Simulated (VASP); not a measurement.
# GaAs (Pm-3m) in VASP: further runs

GaAs is run at these levels: PBEsol; tasks: single point, relaxation of cell and atoms.

All numbers are computed with VASP 6.6.1; they aren't measurements. Logs are shortened: lines on timing, memory, paths and dates and some standing lists are left out, and cuts for length are marked.

## (1) The cell of the first run

Symmetry: Pm-3m, No. 221, cubic system. Conventional cell: a = 3.306 Å, b = 3.306 Å, c = 3.306 Å, α = 90.00°, β = 90.00°, γ = 90.00°. Within 3.8 Å of Ga (site symmetry m-3m) lie 8 As at 2.86 Å and 6 Ga at 3.31 Å. As (site symmetry m-3m) has 8 Ga at 2.86 Å and 6 As at 3.31 Å within 3.8 Å.

## (2) Single point, PBEsol

INCAR

```
SYSTEM = GaAs
PREC = Accurate ; ENCUT = 520
EDIFF = 1E-7 ; ISMEAR = -1
SIGMA = 0.03 ; LREAL = .False.
LASPH = .True. ; NELM = 80
ALGO = Normal ; ISIF = 2
LWAVE = .False. ; LCHARG = .False.
GGA = PS ; NBANDS = 16
```

KPOINTS

```
Automatic mesh
0
Gamma
  6 6 6
  0 0 0
```

POSCAR

```
GaAs
1.0
    3.3056438225      0.0000000000      0.0000000000
    0.0000000000      3.3056438225      0.0000000000
    0.0000000000      0.0000000000      3.3056438225
Ga As
1 1
Direct
    0.0000000000      0.0000000000      0.0000000000
    0.5000000000      0.5000000000      0.5000000000
```

Potentials or basis: VASP PAW PBE potentials, release 64 (Ga_d, As).

On the command line:

```sh
$ cat potpaw_PBE.64/Ga_d/POTCAR potpaw_PBE.64/As/POTCAR > POTCAR
$ mpirun -np 1 vasp_std > vasp.out
```

OUTCAR:

```text
SYSTEM = GaAs
   PREC = Accurate
   ENCUT = 520
   EDIFF = 1E-7
   ISMEAR = -1
   LREAL = .False.
   LASPH = .True.
   NELM = 80
   ISIF = 2
   GGA = PS

 ion  position               nearest neighbor table
   1  0.000  0.000  0.000-   2 2.86   2 2.86   2 2.86   2 2.86   2 2.86   2 2.86   2 2.86   2 2.86

   2  0.500  0.500  0.500-   1 2.86   1 2.86   1 2.86   1 2.86   1 2.86   1 2.86   1 2.86   1 2.86

  LATTYP: Found a simple cubic cell.
 ALAT       =     3.3056438225

  Lattice vectors:

 A1 = (   3.3056438225,   0.0000000000,   0.0000000000)
 A2 = (   0.0000000000,   3.3056438225,   0.0000000000)
 A3 = (   0.0000000000,   0.0000000000,   3.3056438225)

Analysis of symmetry for initial positions (statically):
=====================================================================
 Subroutine PRICEL returns:
 Original cell was already a primitive cell.

 Routine SETGRP: Setting up the symmetry group for a
 simple cubic supercell.

 Subroutine GETGRP returns: Found 48 space group operations
 (whereof 48 operations were pure point group operations)
 out of a pool of 48 trial point group operations.

The static configuration has the point symmetry O_h .

Analysis of symmetry for dynamics (positions and initial velocities):
=====================================================================
 Subroutine PRICEL returns:
 Original cell was already a primitive cell.

 Routine SETGRP: Setting up the symmetry group for a
 simple cubic supercell.

 Subroutine GETGRP returns: Found 48 space group operations
 (whereof 48 operations were pure point group operations)
 out of a pool of 48 trial point group operations.

The dynamic configuration has the point symmetry O_h .

 Subroutine INISYM returns: Found 48 space group operations
 (whereof 48 operations are pure point group operations),
 and found     1 'primitive' translations

----------------------------------------------------------------------------------------

                                     Primitive cell

  volume of cell :      36.1217

  direct lattice vectors                    reciprocal lattice vectors
     3.305643822  0.000000000  0.000000000     0.302512931  0.000000000  0.000000000
     0.000000000  3.305643822  0.000000000     0.000000000  0.302512931  0.000000000
     0.000000000  0.000000000  3.305643822     0.000000000  0.000000000  0.302512931

  length of vectors
     3.305643822  3.305643822  3.305643822     0.302512931  0.302512931  0.302512931

  position of ions in fractional coordinates (direct lattice)
     0.000000000  0.000000000  0.000000000
     0.500000000  0.500000000  0.500000000

  ion indices of the primitive-cell ions
   primitive index   ion index
                 1           1
                 2           2

----------------------------------------------------------------------------------------

 KPOINTS: Automatic mesh

Automatic generation of k-mesh.
 Grid dimensions read from file:
 generate k-points for:    6    6    6

 Generating k-lattice:

  Cartesian coordinates                     Fractional coordinates (reciprocal lattice)
     0.050418822  0.000000000  0.000000000     0.166666667  0.000000000  0.000000000
     0.000000000  0.050418822  0.000000000     0.000000000  0.166666667  0.000000000
     0.000000000  0.000000000  0.050418822     0.000000000  0.000000000  0.166666667

  Length of vectors
     0.050418822  0.050418822  0.050418822

  Shift w.r.t. Gamma in fractional coordinates (k-lattice)
     0.000000000  0.000000000  0.000000000

 Subroutine IBZKPT returns following result:
 ===========================================

 Found     20 irreducible k-points:

 Following reciprocal coordinates:
            Coordinates               Weight
  0.000000  0.000000  0.000000      1.000000
  0.166667  0.000000  0.000000      6.000000
  0.333333  0.000000  0.000000      6.000000
  0.500000  0.000000  0.000000      3.000000
  0.166667  0.166667  0.000000     12.000000
  0.333333  0.166667  0.000000     24.000000
[... 12 lines left out ...]
  0.500000  0.500000  0.333333      6.000000
  0.500000  0.500000  0.500000      1.000000
   k-points           NKPTS =     20   k-points in BZ     NKDIM =     20   number of bands    NBANDS=     16
   number of dos      NEDOS =    301   number of ions     NIONS =      2
   total plane-waves  NPLWV =  21952
   dimension x,y,z NGX =    28 NGY =   28 NGZ =   28
   dimension x,y,z NGXF=    56 NGYF=   56 NGZF=   56
   ions per type =               1   1
   NGX,Y,Z   is equivalent  to a cutoff of  14.08, 14.08, 14.08 a.u.
   NGXF,Y,Z  is equivalent  to a cutoff of  28.16, 28.16, 28.16 a.u.
 SYSTEM =  GaAs
   PREC   = accura    normal or accurate (medium, high low for compatibility)
   ISTART =      0    job   : 0-new  1-cont  2-samecut
   ICHARG =      2    charge: 1-file 2-atom 10-const
   ISPIN  =      1    spin polarized calculation?
   LNONCOLLINEAR =      F non collinear calculations
   LSORBIT =      F    spin-orbit coupling
   LASPH  =      T    aspherical Exc in radial PAW
   ENCUT  =  520.0 eV  38.22 Ry    6.18 a.u.   6.15  6.15  6.15*2*pi/ulx,y,z
   NELM   =     80;   NELMIN=  2; NELMDL= -5     # of ELM steps
   EDIFF  = 0.1E-06   stopping-criterion for ELM
   LREAL  =      F    real-space projection
   EDIFFG = 0.1E-05   stopping-criterion for IOM
   NSW    =      0    number of steps for IOM
   IBRION =     -1    ionic relax: 0-MD 1-quasi-New 2-CG
   NFREE  =      0    steps in history (QN), initial steepest desc. (CG)
   ISIF   =      2    stress and relaxation
   ISYM   =      2    0-nonsym 1-usesym 2-fastsym
   POTIM  = 0.5000    time-step for ionic-motion
   TEBEG  =    0.0;   TEEND  =   0.0 temperature during run
   PSTRESS=    0.0 pullay stress
   NELECT =      18.0000    total number of electrons
   NUPDOWN=      -1.0000    fix difference up-down
   EMIN   =  10.00;   EMAX   =-10.00  energy-range for DOS
   EFERMI =   0.00;   METHOD = LEGACY
   ISMEAR =    -1;   SIGMA  =   0.03  broadening in eV -4-tet -1-fermi 0-gaus
   EFERMI_NEDOS =   21; number of points for ismear=-14 and -15
   IALGO  =     38    algorithm
   IMIX   =      4    mixing-type and parameters
     AMIX     =   0.40;   BMIX     =  1.00
     AMIX_MAG =   1.60;   BMIX_MAG =  1.00
  volume/ion in A,a.u.               =      18.06       121.88
  Fermi-wavevector in a.u.,A,eV,Ry     =   1.297905  2.452685 22.919799  1.684558
  Thomas-Fermi vector in A             =   2.429268
   LORBIT       =      0    0 simple, 1 ext, 2 COOP (PROOUT), +10 PAW based schemes
   GGA     = PS    functional components
   LHFCALC =     F    Hartree Fock is set to
   AEXX    =    0.0000 exact exchange contribution
   IVDW    =     0    specifies the selected vdW correction
   LEPSILON=     F    determine dielectric tensor
   LRPA    =     F    only Hartree local field effects (RPA)
 non-spin polarized calculation
  energy-cutoff  :      520.00
  volume of cell :       36.12
 maximum number of plane-waves:       992
 NGX is ok and might be reduce to    28
   NGX = 13   NGY = 13   NGZ = 13

 number of electron      17.9999999 magnetization

 Free energy of the ion-electron system (eV)
  ---------------------------------------------------
  ext. energy  EPLUGINS =         0.00000000
  ---------------------------------------------------
  free energy    TOTEN  =        -8.14169850 eV

  energy without entropy =       -8.13667993  energy(sigma->0) =       -8.13918922

 E-fermi :   6.2594     XC(G=0): -11.2315

 val. band max:        6.2428854295   @ k =   0.1667   0.1667   0.0000
 cond. band min:       6.3145137447   @ k =   0.5000   0.3333   0.1667
 fundamental gap:      0.0716283152
 Fermi energy:         6.2594033868

 k-point     1 :       0.0000    0.0000    0.0000
  band No.  band energies     occupation
      1      -8.5573      2.00000
      2      -8.5573      2.00000
      3      -8.4439      2.00000
      4      -8.4439      2.00000
      5      -8.4439      2.00000
      6      -7.6116      2.00000
[... 8 lines left out ...]
     15      16.4016      0.00000
     16      21.4376      0.00000

 k-point     2 :       0.1667    0.0000    0.0000
  band No.  band energies     occupation
      1      -8.5546      2.00000
      2      -8.5343      2.00000
      3      -8.4561      2.00000
      4      -8.4561      2.00000
      5      -8.4429      2.00000
      6      -7.2732      2.00000
[... 8 lines left out ...]
     15      15.0764      0.00000
     16      19.9959      0.00000

 k-point     3 :       0.3333    0.0000    0.0000
  band No.  band energies     occupation
      1      -8.5493      2.00000
      2      -8.4906      2.00000
      3      -8.4804      2.00000
      4      -8.4804      2.00000
      5      -8.4410      2.00000
      6      -6.3347      2.00000
[... 8 lines left out ...]
     15      16.8377      0.00000
     16      18.5486      0.00000

 k-point     4 :       0.5000    0.0000    0.0000
  band No.  band energies     occupation
      1      -8.5466      2.00000
      2      -8.4924      2.00000
      3      -8.4924      2.00000
      4      -8.4692      2.00000
      5      -8.4400      2.00000
      6      -5.5154      2.00000
[... 8 lines left out ...]
     15      15.0221      0.00000
     16      23.0677      0.00000
[... 248 lines left out ...]
 k-point    18 :       0.5000    0.3333    0.3333
  band No.  band energies     occupation
      1      -8.5743      2.00000
      2      -8.5432      2.00000
      3      -8.5239      2.00000
      4      -8.4278      2.00000
      5      -8.4011      2.00000
      6      -3.3468      2.00000
[... 8 lines left out ...]
     15      21.8142      0.00000
     16      22.4340      0.00000

 k-point    19 :       0.5000    0.5000    0.3333
  band No.  band energies     occupation
      1      -8.5825      2.00000
      2      -8.5413      2.00000
      3      -8.5413      2.00000
      4      -8.4139      2.00000
      5      -8.3852      2.00000
      6      -2.8884      2.00000
[... 8 lines left out ...]
     15      24.1039      0.00000
     16      24.1039      0.00000

 k-point    20 :       0.5000    0.5000    0.5000
  band No.  band energies     occupation
      1      -8.5614      2.00000
      2      -8.5614      2.00000
      3      -8.5614      2.00000
      4      -8.3846      2.00000
      5      -8.3846      2.00000
      6      -2.5440      2.00000
[... 8 lines left out ...]
     15      26.6859      0.00000
     16      26.6859      0.00000

------------------------ aborting loop because EDIFF is reached ----------------------------------------

  FORCE on cell =-STRESS in cart. coord.  units (eV):
  Direction    XX          YY          ZZ          XY          YZ          ZX
  --------------------------------------------------------------------------------------
  -------------------------------------------------------------------------------------
  Total        0.0425645      0.0425645      0.0425645     -0.0000000     -0.0000000      0.0000000
  in kB        1.8879487      1.8879487      1.8879487     -0.0000000     -0.0000000      0.0000000
  external PRESSURE =       1.8879487 kB  Pullay stress =       0.0000000 kB

 VOLUME and BASIS-vectors are now :
 -----------------------------------------------------------------------------
  energy-cutoff  :      520.00
  volume of cell :       36.12
      direct lattice vectors                 reciprocal lattice vectors
     3.305643822  0.000000000  0.000000000     0.302512931  0.000000000  0.000000000
     0.000000000  3.305643822  0.000000000     0.000000000  0.302512931  0.000000000
     0.000000000  0.000000000  3.305643822     0.000000000  0.000000000  0.302512931

 POSITION                                       TOTAL-FORCE (eV/Angst)
 -----------------------------------------------------------------------------------
      0.00000      0.00000      0.00000         0.000000      0.000000      0.000000
      1.65282      1.65282      1.65282         0.000000      0.000000      0.000000
 -----------------------------------------------------------------------------------
    total drift:                               -0.000000      0.000000     -0.000000

  FREE ENERGIE OF THE ION-ELECTRON SYSTEM (eV)
  ---------------------------------------------------
  free  energy   TOTEN  =        -8.1416985030 eV

  energy  without entropy=       -8.1366799336  energy(sigma->0) =       -8.13918922
```

Run time: 18 s. Hardware: 1 thread of AMD EPYC 7R13, shared host; peak memory 0.13 GiB.

Results:

* Free energy: -8.1417 eV
* Pressure: 0.2 GPa
* Band gap on the k mesh: zero (band 9 reaches 7.68 eV, above the bottom of band 10 at 4.07 eV)

Caveat: the PAW data sets were made with another functional, which shifts forces and pressure a little.

## (3) Relaxation of cell and atoms, PBEsol

This run uses another cell than the first one, of 14.91 Å³/atom, 0.826 times its volume.

INCAR

```
ALGO = Normal ; EDIFF = 1E-6
EDIFFG = -0.01 ; ENCUT = 600
GGA = PS ; IBRION = 2
ISIF = 3 ; ISMEAR = -1
LASPH = True ; LCHARG = False
LREAL = False ; LWAVE = False
NELM = 100 ; NSW = 100
PREC = Accurate ; SIGMA = 0.03
```

KPOINTS

```
k-points
0
Gamma
  6 6 6
```

POSCAR

```
GaAs
1.0
    3.1011457496      0.0000000000      0.0000000000
    0.0000000000      3.1011457496      0.0000000000
    0.0000000000      0.0000000000      3.1011457496
Ga As
1 1
Direct
    0.0000000000      0.0000000000      0.0000000000
    0.5000000000      0.5000000000      0.5000000000
```

Potentials or basis: VASP PAW PBE potentials, release 64 (Ga_d, As).

On the command line:

```sh
$ cat potpaw_PBE.64/Ga_d/POTCAR potpaw_PBE.64/As/POTCAR > POTCAR
$ mpirun -np 1 vasp_std > vasp.out
```

It took 51 s on 1 thread of AMD EPYC 7R13, shared host; peak memory 0.13 GiB.

It converged, with:

```
Free energy                            : -8.1409 eV
Relaxed volume                         : 18.12 Å³/atom
Relaxed cell                           : a = 3.309 Å, b = 3.309 Å, c = 3.309 Å, α = 90.00°, β = 90.00°, γ = 90.00°
Space group after relaxing (to 0.05 Å) : Pm-3m (No. 221)
Energy gained by relaxing              : 181.6 meV/atom
Ionic steps                            : 4
Pressure after relaxing                : -0.1 GPa
```

The path:
| step | energy change (eV) | largest force (eV/Å) | pressure (GPa) | volume (Å³) |
| --- | --- | --- | --- | --- |
| 1 | 0.0000 | 0.0000 | 21.83 | 29.82 |
| 2 | -0.3038 | 0.0000 | -5.27 | 39.48 |
| 3 | -0.3632 | 0.0000 | 0.17 | 36.11 |
| 4 | -0.3633 | 0.0000 | -0.06 | 36.24 |

Final structure:
```
Ga As
1.0
     3.30939    0.00000    0.00000
     0.00000    3.30939    0.00000
     0.00000    0.00000    3.30939
Ga As
1 1
Cartesian
  0.0000 0.0000 0.0000
  1.6547 1.6547 1.6547
```

Levels at points of the mesh, in eV from the Fermi level:
| k point | band 6 | band 7 | band 8 | band 9 | band 10 | band 11 | band 12 | band 13 |
| --- | --- | --- | --- | --- | --- | --- | --- | --- |
| (0.00, 0.00, 0.00) | -13.84 | -1.98 | -0.71 | -0.71 | -0.71 | 4.70 | 4.70 | 10.11 |
| (0.50, 0.00, 0.00) | -11.76 | -8.59 | 1.41 | 1.41 | 2.82 | 3.48 | 4.77 | 4.77 |
| (0.50, 0.50, 0.00) | -9.88 | -5.48 | -5.48 | -4.85 | 2.37 | 7.18 | 7.23 | 7.23 |
| (0.50, 0.50, 0.50) | -8.81 | -2.76 | -2.76 | -2.76 | -2.20 | -0.65 | -0.65 | -0.65 |

Caveat: the volume moved by over 15 % at a fixed basis, so the end points are rough; the bands computed are all filled at some k points, so no gap is given; the PAW data sets were made with another functional, which shifts forces and pressure a little.
